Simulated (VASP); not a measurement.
# Au (Fm-3m) in VASP: notebook

The runs below take Au through single point, relaxation of cell and atoms, with PBE.

Program: VASP 6.6.1. These are calculated values, not measurements. Logs are shortened: lines on timing, memory, paths and dates and some standing lists are left out, and cuts for length are marked.

## (1) The cell of the first run

Symmetry: Fm-3m, No. 225, cubic system. Conventional cell: a = 4.158 Å, b = 4.158 Å, c = 4.158 Å, α = 90.00°, β = 90.00°, γ = 90.00°. Au (site symmetry m-3m) has 12 Au at 2.94 Å within 3.9 Å.

## (2) Single point, PBE

File INCAR:

```
SYSTEM = Au
PREC = Accurate ; ENCUT = 520
EDIFF = 1E-7 ; ISMEAR = 0
SIGMA = 0.1 ; LREAL = .FALSE.
LASPH = .TRUE. ; NELM = 100
ALGO = Normal ; ISIF = 2
LWAVE = .FALSE. ; LCHARG = .FALSE.
GGA = PE ; NBANDS = 12
```

File KPOINTS:

```
Automatic mesh
0
G
  18 18 18
  0 0 0
```

File POSCAR:

```
Au
1.0
    0.0000000000      2.0790463776      2.0790463776
    2.0790463776      0.0000000000      2.0790463776
    2.0790463776      2.0790463776      0.0000000000
Au
1
Direct
    0.0000000000      0.0000000000      0.0000000000
```

Potentials or basis: VASP PAW PBE potentials, release 64 (Au).

Run with:

```bash
$ cat potpaw_PBE.64/Au/POTCAR > POTCAR
$ mpirun -np 1 vasp_std > vasp.out
```

OUTCAR:

```text
SYSTEM = Au
   PREC = Accurate
   ENCUT = 520
   EDIFF = 1E-7
   ISMEAR = 0
   LREAL = .FALSE.
   LASPH = .TRUE.
   NELM = 100
   ISIF = 2
   GGA = PE

 ion  position               nearest neighbor table
   1  0.000  0.000  0.000-

  LATTYP: Found a face centered cubic cell.
 ALAT       =     4.1580927552

  Lattice vectors:

 A1 = (   0.0000000000,   2.0790463776,   2.0790463776)
 A2 = (   2.0790463776,   0.0000000000,   2.0790463776)
 A3 = (   2.0790463776,   2.0790463776,   0.0000000000)

Analysis of symmetry for initial positions (statically):
=====================================================================
 Subroutine PRICEL returns:
 Original cell was already a primitive cell.

 Routine SETGRP: Setting up the symmetry group for a
 face centered cubic supercell.

 Subroutine GETGRP returns: Found 48 space group operations
 (whereof 48 operations were pure point group operations)
 out of a pool of 48 trial point group operations.

The static configuration has the point symmetry O_h .

Analysis of symmetry for dynamics (positions and initial velocities):
=====================================================================
 Subroutine PRICEL returns:
 Original cell was already a primitive cell.

 Routine SETGRP: Setting up the symmetry group for a
 face centered cubic supercell.

 Subroutine GETGRP returns: Found 48 space group operations
 (whereof 48 operations were pure point group operations)
 out of a pool of 48 trial point group operations.

The dynamic configuration has the point symmetry O_h .

 Subroutine INISYM returns: Found 48 space group operations
 (whereof 48 operations are pure point group operations),
 and found     1 'primitive' translations

----------------------------------------------------------------------------------------

                                     Primitive cell

  volume of cell :      17.9731

  direct lattice vectors                    reciprocal lattice vectors
     0.000000000  2.079046378  2.079046378    -0.240494876  0.240494876  0.240494876
     2.079046378  0.000000000  2.079046378     0.240494876 -0.240494876  0.240494876
     2.079046378  2.079046378  0.000000000     0.240494876  0.240494876 -0.240494876

  length of vectors
     2.940215584  2.940215584  2.940215584     0.416549344  0.416549344  0.416549344

  position of ions in fractional coordinates (direct lattice)
     0.000000000  0.000000000  0.000000000

  ion indices of the primitive-cell ions
   primitive index   ion index
                 1           1

----------------------------------------------------------------------------------------

 KPOINTS: Automatic mesh

Automatic generation of k-mesh.
 Grid dimensions read from file:
 generate k-points for:   18   18   18

 Generating k-lattice:

  Cartesian coordinates                     Fractional coordinates (reciprocal lattice)
    -0.013360826  0.013360826  0.013360826     0.055555556  0.000000000  0.000000000
     0.013360826 -0.013360826  0.013360826     0.000000000  0.055555556  0.000000000
     0.013360826  0.013360826 -0.013360826     0.000000000  0.000000000  0.055555556

  Length of vectors
     0.023141630  0.023141630  0.023141630

  Shift w.r.t. Gamma in fractional coordinates (k-lattice)
     0.000000000  0.000000000  0.000000000

 Subroutine IBZKPT returns following result:
 ===========================================

 Found    195 irreducible k-points:

 Following reciprocal coordinates:
            Coordinates               Weight
  0.000000  0.000000  0.000000      1.000000
  0.055556  0.000000  0.000000      8.000000
  0.111111  0.000000  0.000000      8.000000
  0.166667  0.000000  0.000000      8.000000
  0.222222  0.000000  0.000000      8.000000
  0.277778  0.000000  0.000000      8.000000
[... 16 lines left out ...]
 -0.277778  0.055556  0.000000     24.000000
 -0.222222  0.055556  0.000000     24.000000
 [... further k-points ...]
   k-points           NKPTS =    195   k-points in BZ     NKDIM =    195   number of bands    NBANDS=     12
   number of dos      NEDOS =    301   number of ions     NIONS =      1
   total plane-waves  NPLWV =  13824
   dimension x,y,z NGX =    24 NGY =   24 NGZ =   24
   dimension x,y,z NGXF=    48 NGYF=   48 NGZF=   48
   ions per type =               1
   NGX,Y,Z   is equivalent  to a cutoff of  13.57, 13.57, 13.57 a.u.
   NGXF,Y,Z  is equivalent  to a cutoff of  27.14, 27.14, 27.14 a.u.
 SYSTEM =  Au
   PREC   = accura    normal or accurate (medium, high low for compatibility)
   ISTART =      0    job   : 0-new  1-cont  2-samecut
   ICHARG =      2    charge: 1-file 2-atom 10-const
   ISPIN  =      1    spin polarized calculation?
   LNONCOLLINEAR =      F non collinear calculations
   LSORBIT =      F    spin-orbit coupling
   LASPH  =      T    aspherical Exc in radial PAW
   ENCUT  =  520.0 eV  38.22 Ry    6.18 a.u.   5.47  5.47  5.47*2*pi/ulx,y,z
   NELM   =    100;   NELMIN=  2; NELMDL= -5     # of ELM steps
   EDIFF  = 0.1E-06   stopping-criterion for ELM
   LREAL  =      F    real-space projection
   EDIFFG = 0.1E-05   stopping-criterion for IOM
   NSW    =      0    number of steps for IOM
   IBRION =     -1    ionic relax: 0-MD 1-quasi-New 2-CG
   NFREE  =      0    steps in history (QN), initial steepest desc. (CG)
   ISIF   =      2    stress and relaxation
   ISYM   =      2    0-nonsym 1-usesym 2-fastsym
   POTIM  = 0.5000    time-step for ionic-motion
   TEBEG  =    0.0;   TEEND  =   0.0 temperature during run
   PSTRESS=    0.0 pullay stress
   NELECT =      11.0000    total number of electrons
   NUPDOWN=      -1.0000    fix difference up-down
   EMIN   =  10.00;   EMAX   =-10.00  energy-range for DOS
   EFERMI =   0.00;   METHOD = LEGACY
   ISMEAR =     0;   SIGMA  =   0.10  broadening in eV -4-tet -1-fermi 0-gaus
   EFERMI_NEDOS =   21; number of points for ismear=-14 and -15
   IALGO  =     38    algorithm
   IMIX   =      4    mixing-type and parameters
     AMIX     =   0.40;   BMIX     =  1.00
     AMIX_MAG =   1.60;   BMIX_MAG =  1.00
  volume/ion in A,a.u.               =      17.97       121.29
  Fermi-wavevector in a.u.,A,eV,Ry     =   1.389947  2.626619 26.285809  1.931952
  Thomas-Fermi vector in A             =   2.513929
   LORBIT       =      0    0 simple, 1 ext, 2 COOP (PROOUT), +10 PAW based schemes
   GGA     = PE    functional components
   LHFCALC =     F    Hartree Fock is set to
   AEXX    =    0.0000 exact exchange contribution
   IVDW    =     0    specifies the selected vdW correction
   LEPSILON=     F    determine dielectric tensor
   LRPA    =     F    only Hartree local field effects (RPA)
 non-spin polarized calculation
 Gauss-broadening in eV      SIGMA  =   0.10
  energy-cutoff  :      520.00
  volume of cell :       17.97
 maximum number of plane-waves:       531
 NGX is ok and might be reduce to    24
   NGX = 11   NGY = 11   NGZ = 11

 number of electron      11.0000001 magnetization

 Free energy of the ion-electron system (eV)
  ---------------------------------------------------
  ext. energy  EPLUGINS =         0.00000000
  ---------------------------------------------------
  free energy    TOTEN  =        -3.22236161 eV

  energy without entropy =       -3.22109526  energy(sigma->0) =       -3.22172843

 E-fermi :   8.5640     XC(G=0): -12.3999

 val. band max:        8.5486354666   @ k =   0.5000   0.2778   0.1111
 cond. band min:       8.5929486813   @ k =   0.5000   0.1667   0.0556
 fundamental gap:      0.0443132147
 Fermi energy:         8.5639592669

 k-point     1 :       0.0000    0.0000    0.0000
  band No.  band energies     occupation
      1      -0.6938      2.00000
      2       4.1955      2.00000
      3       4.1955      2.00000
      4       4.1955      2.00000
      5       5.5737      2.00000
      6       5.5737      2.00000
      7      23.1935      0.00000
      8      26.8865      0.00000
      9      26.8865      0.00000
     10      26.8865      0.00000
     11      31.6250      0.00000
     12      35.7046      0.00000

 k-point     2 :       0.0556    0.0000    0.0000
  band No.  band energies     occupation
      1      -0.5909      2.00000
      2       4.1638      2.00000
      3       4.2300      2.00000
      4       4.2300      2.00000
      5       5.5586      2.00000
      6       5.5586      2.00000
      7      23.3054      0.00000
      8      26.1692      0.00000
      9      26.9981      0.00000
     10      26.9981      0.00000
     11      32.1863      0.00000
     12      34.4652      0.00000

 k-point     3 :       0.1111    0.0000    0.0000
  band No.  band energies     occupation
      1      -0.2902      2.00000
      2       4.0834      2.00000
      3       4.3199      2.00000
      4       4.3199      2.00000
      5       5.5281      2.00000
      6       5.5281      2.00000
      7      23.5170      0.00000
      8      24.7176      0.00000
      9      27.3089      0.00000
     10      27.3089      0.00000
     11      31.7515      0.00000
     12      33.8567      0.00000
[... 286 lines left out ...]
 k-point    23 :      -0.2778    0.0556    0.0000
  band No.  band energies     occupation
      1       1.5069      2.00000
      2       4.2539      2.00000
      3       4.4436      2.00000
      4       4.4469      2.00000
      5       5.7526      2.00000
      6       6.2384      2.00000
      7      17.6710      0.00000
      8      23.7472      0.00000
      9      26.0239      0.00000
     10      28.5023      0.00000
     11      29.8152      0.00000
     12      31.1873      0.00000

 k-point    24 :      -0.2222    0.0556    0.0000
  band No.  band energies     occupation
      1       1.0270      2.00000
      2       3.9665      2.00000
      3       4.4784      2.00000
      4       4.5106      2.00000
      5       5.4947      2.00000
      6       5.9327      2.00000
      7      19.8453      0.00000
      8      24.1033      0.00000
      9      26.6299      0.00000
     10      29.0673      0.00000
     11      29.3847      0.00000
     12      30.9390      0.00000

 [... further k-points ...]

------------------------ aborting loop because EDIFF is reached ----------------------------------------

  FORCE on cell =-STRESS in cart. coord.  units (eV):
  Direction    XX          YY          ZZ          XY          YZ          ZX
  --------------------------------------------------------------------------------------
  -------------------------------------------------------------------------------------
  Total       -0.0293012     -0.0293012     -0.0293012      0.0000000     -0.0000000     -0.0000000
  in kB       -2.6120025     -2.6120025     -2.6120025      0.0000000     -0.0000000     -0.0000000
  external PRESSURE =      -2.6120025 kB  Pullay stress =       0.0000000 kB

 VOLUME and BASIS-vectors are now :
 -----------------------------------------------------------------------------
  energy-cutoff  :      520.00
  volume of cell :       17.97
      direct lattice vectors                 reciprocal lattice vectors
     0.000000000  2.079046378  2.079046378    -0.240494876  0.240494876  0.240494876
     2.079046378  0.000000000  2.079046378     0.240494876 -0.240494876  0.240494876
     2.079046378  2.079046378  0.000000000     0.240494876  0.240494876 -0.240494876

 POSITION                                       TOTAL-FORCE (eV/Angst)
 -----------------------------------------------------------------------------------
      0.00000      0.00000      0.00000         0.000000     -0.000000     -0.000000
 -----------------------------------------------------------------------------------
    total drift:                                0.000000     -0.000000     -0.000000

  FREE ENERGIE OF THE ION-ELECTRON SYSTEM (eV)
  ---------------------------------------------------
  free  energy   TOTEN  =        -3.2223616108 eV

  energy  without entropy=       -3.2210952569  energy(sigma->0) =       -3.22172843
```

Run time: 48 s. Hardware: 1 thread of AMD EPYC 7R13, shared host; peak memory 0.14 GiB.

Results:

```yaml
Free_energy: -3.2224 eV
Pressure: -0.3 GPa
Band_gap_on_the_k_mesh: zero (an odd number of electrons rules out a gap without spin polarisation)
```

Caveat: spin-orbit coupling is left out, which moves the levels of the heavy elements.

[end of part 1 of 2]
